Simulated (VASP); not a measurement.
Here is a VASP 6.6.1 calculation.

The input INCAR:

```
PREC     = Accurate       # precision mode
ENCUT    = 500            # plane-wave cutoff, eV
EDIFF    = 1E-6           # SCF threshold, eV
ISMEAR   = 0              # smearing method
SIGMA    = 0.05           # smearing width, eV
LREAL    = F              # projectors in reciprocal space
LASPH    = T              # aspherical terms in the spheres
NELM     = 120            # most SCF steps
ALGO     = Normal         # electronic algorithm
ISIF     = 2              # what is computed and relaxed
LWAVE    = F              # write WAVECAR
LCHARG   = F              # write CHGCAR
GGA      = PE             # functional
NBANDS   = 21             # bands
GGA_COMPAT= F
```

KPOINTS

```
Automatic mesh
0
Gamma
  13 13 7
```

File POSCAR:

```
Ru
1.0
    2.7058000000      0.0000000000      0.0000000000
   -1.3529000000      2.3432915400      0.0000000000
    0.0000000000      0.0000000000      4.2819000000
Ru
2
Direct
    0.3333333333      0.6666666667      0.2500000000
    0.6666666667      0.3333333333      0.7500000000
```

Potentials or basis: VASP PAW PBE potentials, release 64 (Ru_pv).

The run is started by

```console
$ cat potpaw_PBE.64/Ru_pv/POTCAR > POTCAR
$ mpirun -np 1 vasp_std > vasp.out
```

**Question.** Predict the band gap on the k mesh.

**Answer.** Zero (band 14 reaches 14.31 eV, above the bottom of band 15 at 11.32 eV).

**Question.** Predict the pressure.

**Answer.** 4.4 GPa.

Stress tensor (GPa, compression positive):
```
4.91 0.00 0.00
0.00 4.91 0.00
0.00 0.00 3.32
```
